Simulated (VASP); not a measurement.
Here is a VASP 6.6.1 calculation.

The input INCAR:

```
SYSTEM = Bi
  PREC = Accurate
  ENCUT = 520
  EDIFF = 1E-7
  ISMEAR = -1
  SIGMA = 0.03
  LREAL = .False.
  LASPH = .True.
  NELM = 100
  ALGO = Normal
  ISIF = 2
  LWAVE = .False.
  LCHARG = .False.
  GGA = PE
  NBANDS = 22
```

KPOINTS

```
regular mesh
0
Gamma
  9 9 3
  0 0 0
```

POSCAR

```
Bi
1.0
    4.5390002997     -0.0453900030     -0.0453900030
   -2.3088090456      3.9535845689     -0.0166138942
   -0.1182900000     -0.1182900000     11.8290000000
Bi
2
Direct
    0.3333333333      0.6666666667      0.2500000000
    0.6666666667      0.3333333333      0.7500000000
```

Potentials or basis: VASP PAW PBE potentials, release 64 (Bi_d).

Command:

```console
$ cat potpaw_PBE.64/Bi_d/POTCAR > POTCAR
$ mpirun -np 1 vasp_std > vasp.out
```

(1) Predict the band gap on the k mesh.

(2) Predict the pressure.

## Answers

(1) zero (bands 15 and 16 overlap by 2.08 eV).

(2) -3.3 GPa.

Caveat: the cell differs from its parent crystal (equal xy, yz and zx shear strains of -2 %); the cell stands under tension; spin-orbit coupling is left out, which moves the levels of the heavy elements.
